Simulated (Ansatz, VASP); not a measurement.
## Two plane-wave programs on AgCl

File INCAR:

```
SYSTEM = AgCl
PREC = Accurate
ENCUT = 520
EDIFF = 1E-6
ISMEAR = -1
SIGMA = 0.02
LREAL = .FALSE.
LASPH = .TRUE.
NELM = 100
ALGO = Normal
ISIF = 2
LWAVE = .FALSE.
LCHARG = .FALSE.
GGA = PE
NBANDS = 16
```

The input KPOINTS:

```
Automatic mesh
0
G
  8 8 8
  0 0 0
```

POSCAR

```
AgCl
1.0
    0.0944731286      2.8676569428      2.8676569428
    2.8676569428      0.0944731286      2.8676569428
    2.8676569428      2.8676569428      0.0944731286
Ag Cl
1 1
Direct
    0.0000000000      0.0000000000      0.0000000000
    0.5000000000      0.5000000000      0.5000000000
```

Input for Ansatz:

```yaml
crystal:
  lattice:
    - [0.0944731286, 2.8676569428, 2.8676569428]
    - [2.8676569428, 0.0944731286, 2.8676569428]
    - [2.8676569428, 2.8676569428, 0.0944731286]
  atoms:
    - { symbol: Ag, position: [0.0, 0.0, 0.0] }
    - { symbol: Cl, position: [0.5, 0.5, 0.5] }
kpoints:
  mp_grid: { grid: [8, 8, 8] }
  band_path:
    path:
      - [0.0, 0.0, 0.0]
      - [0.5, 0.0, 0.5]
      - [0.625, 0.25, 0.625]
      - [0.375, 0.375, 0.75]
      - [0.5, 0.5, 0.5]
      - [0.5, 0.25, 0.75]
      - [0.0375, 0.0375, 0.075]
      - [0.0, 0.0, 0.5]
    npoints: 1
hamiltonian:
  xc: pbe
scf:
  occupations: { method: fermi_dirac, width: 0.02 }
  n_extra_bands: 4
output:
  forces: true
  stress: true
  eigenvalues: true
```

Change from the starting cell: shear_111 strain +5.1%.

Alike in both runs: task single point; functional PBE; k mesh 8 × 8 × 8; occupations fermi-dirac, width 0.02 eV; no spin polarisation.

|  | VASP | Ansatz |
| --- | --- | --- |
| version | VASP 6.6.1 | Ansatz 0.2.0 |
| potentials or method | VASP PAW PBE potentials, release 64 (Ag, Cl) | plane waves, PAW |
| plane-wave cutoff (eV) | 520 | 420 |
| valence electrons in the cell | 18 | 26 |

Ansatz gave:

```
gap on the k mesh at the Fermi level (eV)                     : 0.88
pressure (GPa)                                                : -0.6
traceless stress, the component that is largest in VASP (GPa) : -0.23
```

Problem. What did VASP give for the same quantities?

Solution. gap on the k mesh at the Fermi level (eV): 0.88; pressure (GPa): -0.8; traceless stress, the component that is largest in VASP (GPa): -0.24.

The functional is the same, so the differences come from potentials, cutoffs and numerics. VASP's potentials hold 18 valence electrons a cell and Ansatz's 26, so a difference there can come from the potentials and not from the codes.
